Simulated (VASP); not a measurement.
# NaF (Fm-3m) in VASP: single point with PBEsol

Aim: the single point of NaF with PBEsol.

Everything below comes from runs of VASP 6.6.1. Logs are shortened: lines on timing, memory, paths and dates and some standing lists are left out, and cuts for length are marked.

## (1) The cell of the first run

The structure is cubic, space group Fm-3m (No. 225). Conventional cell: a = 4.461 Å, b = 4.461 Å, c = 4.461 Å, α = 90.00°, β = 90.00°, γ = 90.00°. Within 2.9 Å of Na (site symmetry m-3m) lie 6 F at 2.23 Å. F (site symmetry m-3m) has 6 Na at 2.23 Å within 2.9 Å.

## (2) Single point, PBEsol

The input, INCAR:

```
SYSTEM = NaF
PREC     = Accurate       ! precision mode
ENCUT    = 1130           ! plane-wave cutoff, eV
EDIFF    = 1E-6           ! SCF threshold, eV
ISMEAR   = 0              ! smearing method
SIGMA    = 0.01           ! smearing width, eV
LREAL    = .FALSE.        ! projectors in reciprocal space
LASPH    = .TRUE.         ! aspherical terms in the spheres
NELM     = 120            ! most SCF steps
ALGO     = Normal         ! electronic algorithm
ISIF     = 2              ! what is computed and relaxed
LWAVE    = .FALSE.        ! write WAVECAR
LCHARG   = .TRUE.         ! write CHGCAR
GGA      = PS             ! functional
LELF     = .TRUE.         ! ELF
LVHAR    = .TRUE.       
NBANDS   = 15             ! bands
GGA_COMPAT= .FALSE.
```

The input, KPOINTS:

```
regular mesh
0
G
  8 8 8
  0 0 0
```

The input, POSCAR:

```
NaF
1.0
    2.2303419733      2.2303419733      0.0000000000
   -2.2303419733      2.2303419733      0.0000000000
    0.0000000000      2.2303419733      2.2303419733
Na F
1 1
Direct
    0.0000000000      0.0000000000      0.0000000000
    0.5000000000      0.5000000000      0.0000000000
```

Potentials or basis: VASP PAW PBE potentials, release 64 (Na_sv, F).

The run is started by

```sh
$ cat potpaw_PBE.64/Na_sv/POTCAR potpaw_PBE.64/F/POTCAR > POTCAR
$ mpirun -np 1 vasp_std > vasp.out
```

OUTCAR:

```text
SYSTEM = NaF
   PREC = Accurate
   ENCUT = 1130
   EDIFF = 1E-6
   ISMEAR = 0
   LREAL = .FALSE.
   LASPH = .TRUE.
   NELM = 120
   ISIF = 2
   GGA = PS

 ion  position               nearest neighbor table
   1  0.000  0.000  0.000-
   2  0.500  0.500  0.000-

  LATTYP: Found a face centered cubic cell.
 ALAT       =     4.4606839466

  Lattice vectors:

 A1 = (   0.0000000000,   2.2303419733,   2.2303419733)
 A2 = (   2.2303419733,   0.0000000000,   2.2303419733)
 A3 = (   2.2303419733,   2.2303419733,   0.0000000000)

Analysis of symmetry for initial positions (statically):
=====================================================================
 Subroutine PRICEL returns:
 Original cell was already a primitive cell.

 Routine SETGRP: Setting up the symmetry group for a
 face centered cubic supercell.

 Subroutine GETGRP returns: Found 48 space group operations
 (whereof 48 operations were pure point group operations)
 out of a pool of 48 trial point group operations.

The static configuration has the point symmetry O_h .

Analysis of symmetry for dynamics (positions and initial velocities):
=====================================================================
 Subroutine PRICEL returns:
 Original cell was already a primitive cell.

 Routine SETGRP: Setting up the symmetry group for a
 face centered cubic supercell.

 Subroutine GETGRP returns: Found 48 space group operations
 (whereof 48 operations were pure point group operations)
 out of a pool of 48 trial point group operations.

The dynamic configuration has the point symmetry O_h .

 Subroutine INISYM returns: Found 48 space group operations
 (whereof 48 operations are pure point group operations),
 and found     1 'primitive' translations

----------------------------------------------------------------------------------------

                                     Primitive cell

  volume of cell :      22.1893

  direct lattice vectors                    reciprocal lattice vectors
     2.230341973  2.230341973  0.000000000     0.224180868  0.224180868 -0.224180868
    -2.230341973  2.230341973  0.000000000    -0.224180868  0.224180868 -0.224180868
     0.000000000  2.230341973  2.230341973     0.000000000  0.000000000  0.448361736

  length of vectors
     3.154179867  3.154179867  3.154179867     0.388292654  0.388292654  0.448361736

  position of ions in fractional coordinates (direct lattice)
     0.000000000  0.000000000  0.000000000
     0.500000000  0.500000000  0.000000000

  ion indices of the primitive-cell ions
   primitive index   ion index
                 1           1
                 2           2

----------------------------------------------------------------------------------------

 KPOINTS: regular mesh

Automatic generation of k-mesh.
 Grid dimensions read from file:
 generate k-points for:    8    8    8

 Generating k-lattice:

  Cartesian coordinates                     Fractional coordinates (reciprocal lattice)
     0.028022609  0.028022609 -0.028022609     0.125000000  0.000000000  0.000000000
    -0.028022609  0.028022609 -0.028022609     0.000000000  0.125000000  0.000000000
     0.000000000  0.000000000  0.056045217     0.000000000  0.000000000  0.125000000

  Length of vectors
     0.048536582  0.048536582  0.056045217

  Shift w.r.t. Gamma in fractional coordinates (k-lattice)
     0.000000000  0.000000000  0.000000000

 Subroutine IBZKPT returns following result:
 ===========================================

 Found     29 irreducible k-points:

 Following reciprocal coordinates:
            Coordinates               Weight
  0.000000  0.000000  0.000000      1.000000
  0.125000  0.000000  0.000000      8.000000
  0.250000  0.000000  0.000000      8.000000
  0.375000  0.000000  0.000000      8.000000
  0.500000  0.000000  0.000000      4.000000
  0.125000  0.125000  0.000000     12.000000
[... 16 lines left out ...]
  0.375000  0.250000  0.125000     48.000000
  0.500000  0.250000  0.125000     24.000000
 [... further k-points ...]
   k-points           NKPTS =     29   k-points in BZ     NKDIM =     29   number of bands    NBANDS=     15
   number of dos      NEDOS =    301   number of ions     NIONS =      2
   total plane-waves  NPLWV =  46656
   dimension x,y,z NGX =    36 NGY =   36 NGZ =   36
   dimension x,y,z NGXF=    72 NGYF=   72 NGZF=   72
   ions per type =               1   1
   NGX,Y,Z   is equivalent  to a cutoff of  18.97, 18.97, 18.97 a.u.
   NGXF,Y,Z  is equivalent  to a cutoff of  37.95, 37.95, 37.95 a.u.
 SYSTEM =  NaF
   PREC   = accura    normal or accurate (medium, high low for compatibility)
   ISTART =      0    job   : 0-new  1-cont  2-samecut
   ICHARG =      2    charge: 1-file 2-atom 10-const
   ISPIN  =      1    spin polarized calculation?
   LNONCOLLINEAR =      F non collinear calculations
   LSORBIT =      F    spin-orbit coupling
   LASPH  =      T    aspherical Exc in radial PAW
   ENCUT  = 1130.0 eV  83.05 Ry    9.11 a.u.   8.65  8.65  8.65*2*pi/ulx,y,z
   NELM   =    120;   NELMIN=  2; NELMDL= -5     # of ELM steps
   EDIFF  = 0.1E-05   stopping-criterion for ELM
   LREAL  =      F    real-space projection
   EDIFFG = 0.1E-04   stopping-criterion for IOM
   NSW    =      0    number of steps for IOM
   IBRION =     -1    ionic relax: 0-MD 1-quasi-New 2-CG
   NFREE  =      0    steps in history (QN), initial steepest desc. (CG)
   ISIF   =      2    stress and relaxation
   ISYM   =      2    0-nonsym 1-usesym 2-fastsym
   POTIM  = 0.5000    time-step for ionic-motion
   TEBEG  =    0.0;   TEEND  =   0.0 temperature during run
   PSTRESS=    0.0 pullay stress
   NELECT =      16.0000    total number of electrons
   NUPDOWN=      -1.0000    fix difference up-down
   EMIN   =  10.00;   EMAX   =-10.00  energy-range for DOS
   EFERMI =   0.00;   METHOD = LEGACY
   ISMEAR =     0;   SIGMA  =   0.01  broadening in eV -4-tet -1-fermi 0-gaus
   EFERMI_NEDOS =   21; number of points for ismear=-14 and -15
   IALGO  =     38    algorithm
   IMIX   =      4    mixing-type and parameters
     AMIX     =   0.40;   BMIX     =  1.00
     AMIX_MAG =   1.60;   BMIX_MAG =  1.00
  volume/ion in A,a.u.               =      11.09        74.87
  Fermi-wavevector in a.u.,A,eV,Ry     =   1.468025  2.774164 29.321869  2.155097
  Thomas-Fermi vector in A             =   2.583572
   LORBIT       =      0    0 simple, 1 ext, 2 COOP (PROOUT), +10 PAW based schemes
   GGA     = PS    functional components
   LHFCALC =     F    Hartree Fock is set to
   AEXX    =    0.0000 exact exchange contribution
   IVDW    =     0    specifies the selected vdW correction
   LEPSILON=     F    determine dielectric tensor
   LRPA    =     F    only Hartree local field effects (RPA)
 non-spin polarized calculation
 Gauss-broadening in eV      SIGMA  =   0.01
  energy-cutoff  :     1130.00
  volume of cell :       22.19
 maximum number of plane-waves:      1930
   NGX = 17   NGY = 17   NGZ = 17

 number of electron      15.9999997 magnetization

 Free energy of the ion-electron system (eV)
  ---------------------------------------------------
  ext. energy  EPLUGINS =         0.00000000
  ---------------------------------------------------
  free energy    TOTEN  =        -8.72809436 eV

  energy without entropy =       -8.72809436  energy(sigma->0) =       -8.72809436

 E-fermi :  -1.0454     XC(G=0):  -9.8798

 val. band max:       -1.2068663533   @ k =   0.0000   0.0000   0.0000
 cond. band min:       5.5981983082   @ k =   0.0000   0.0000   0.0000
 fundamental gap:      6.8050646615
 Fermi energy:        -1.0454157223

 k-point     1 :       0.0000    0.0000    0.0000
  band No.  band energies     occupation
      1     -47.6873      2.00000
      2     -20.4600      2.00000
      3     -19.7047      2.00000
      4     -19.7047      2.00000
      5     -19.7047      2.00000
      6      -1.2069      2.00000
      7      -1.2069      2.00000
      8      -1.2069      2.00000
      9       5.5982      0.00000
     10      18.4957      0.00000
     11      18.4957      0.00000
     12      18.4957      0.00000
     13      21.3768      0.00000
     14      23.9860      0.00000
     15      23.9860      0.00000

 k-point     2 :       0.1250    0.0000    0.0000
  band No.  band energies     occupation
      1     -47.6838      2.00000
      2     -20.6054      2.00000
      3     -19.7071      2.00000
      4     -19.7071      2.00000
      5     -19.5338      2.00000
      6      -1.5564      2.00000
      7      -1.2552      2.00000
      8      -1.2552      2.00000
      9       6.1930      0.00000
     10      16.6386      0.00000
     11      18.7821      0.00000
     12      18.7821      0.00000
     13      23.4736      0.00000
     14      23.4736      0.00000
     15      23.5783      0.00000

 k-point     3 :       0.2500    0.0000    0.0000
  band No.  band energies     occupation
      1     -47.6756      2.00000
      2     -20.8385      2.00000
      3     -19.7129      2.00000
      4     -19.7129      2.00000
      5     -19.2384      2.00000
      6      -2.2672      2.00000
      7      -1.3703      2.00000
      8      -1.3703      2.00000
      9       7.5963      0.00000
     10      14.5235      0.00000
     11      19.4447      0.00000
     12      19.4447      0.00000
     13      22.8389      0.00000
     14      22.8389      0.00000
     15      24.8103      0.00000

 k-point     4 :       0.3750    0.0000    0.0000
  band No.  band energies     occupation
      1     -47.6673      2.00000
      2     -21.0061      2.00000
      3     -19.7187      2.00000
      4     -19.7187      2.00000
      5     -19.0064      2.00000
      6      -2.8643      2.00000
      7      -1.4828      2.00000
      8      -1.4828      2.00000
      9       9.1813      0.00000
     10      12.9544      0.00000
     11      19.9307      0.00000
     12      19.9307      0.00000
     13      22.8388      0.00000
     14      22.8388      0.00000
     15      24.4286      0.00000
[... 307 lines left out ...]
 k-point    22 :       0.2500    0.2500    0.1250
  band No.  band energies     occupation
      1     -47.6695      2.00000
      2     -20.8048      2.00000
      3     -19.7598      2.00000
      4     -19.7251      2.00000
      5     -19.2208      2.00000
      6      -2.4320      2.00000
      7      -1.5847      2.00000
      8      -1.4695      2.00000
      9       8.6831      0.00000
     10      13.8178      0.00000
     11      18.2827      0.00000
     12      19.9754      0.00000
     13      20.2401      0.00000
     14      24.4494      0.00000
     15      28.0804      0.00000

 k-point    23 :       0.3750    0.2500    0.1250
  band No.  band energies     occupation
      1     -47.6630      2.00000
      2     -20.8427      2.00000
      3     -19.7822      2.00000
      4     -19.7396      2.00000
      5     -19.1343      2.00000
      6      -2.6694      2.00000
      7      -1.8012      2.00000
      8      -1.5742      2.00000
      9      10.1764      0.00000
     10      12.9408      0.00000
     11      17.3909      0.00000
     12      19.3222      0.00000
     13      21.5068      0.00000
     14      23.8005      0.00000
     15      28.4563      0.00000

 k-point    24 :       0.5000    0.2500    0.1250
  band No.  band energies     occupation
      1     -47.6602      2.00000
      2     -20.8562      2.00000
      3     -19.7867      2.00000
      4     -19.7508      2.00000
      5     -19.1003      2.00000
      6      -2.7532      2.00000
      7      -1.8963      2.00000
      8      -1.6193      2.00000
      9      11.1755      0.00000
     10      12.2933      0.00000
     11      17.0579      0.00000
     12      19.0281      0.00000
     13      22.1830      0.00000
     14      23.3774      0.00000
     15      28.6291      0.00000

 [... further k-points ...]
[... 5 lines left out ...]
  --------------------------------------------------------------------------------------
  -------------------------------------------------------------------------------------
  Total        0.9456415      0.9456415      0.9456415      0.0000000      0.0000000      0.0000000
  in kB       68.2798746     68.2798746     68.2798746      0.0000000      0.0000000      0.0000000
  external PRESSURE =      68.2798746 kB  Pullay stress =       0.0000000 kB

 VOLUME and BASIS-vectors are now :
 -----------------------------------------------------------------------------
  energy-cutoff  :     1130.00
  volume of cell :       22.19
      direct lattice vectors                 reciprocal lattice vectors
     2.230341973  2.230341973  0.000000000     0.224180868  0.224180868 -0.224180868
    -2.230341973  2.230341973  0.000000000    -0.224180868  0.224180868 -0.224180868
     0.000000000  2.230341973  2.230341973     0.000000000  0.000000000  0.448361736

 POSITION                                       TOTAL-FORCE (eV/Angst)
 -----------------------------------------------------------------------------------
      0.00000      0.00000      0.00000         0.000000      0.000000      0.000000
      0.00000      2.23034      0.00000        -0.000000     -0.000000      0.000000
 -----------------------------------------------------------------------------------
    total drift:                               -0.000000      0.000000     -0.000000

  FREE ENERGIE OF THE ION-ELECTRON SYSTEM (eV)
  ---------------------------------------------------
  free  energy   TOTEN  =        -8.7280943561 eV

  energy  without entropy=       -8.7280943561  energy(sigma->0) =       -8.72809436
```

It took 42 s on 1 thread of Intel Xeon Platinum 8488C (Sapphire Rapids), shared host; peak memory 0.2 GiB.

Results:

- Free energy: -8.7281 eV
- Pressure: 6.8 GPa
- Band gap on the k mesh: 6.81 eV

Caveat: the cell stands under pressure; the PAW data sets were made with another functional, which shifts forces and pressure a little.
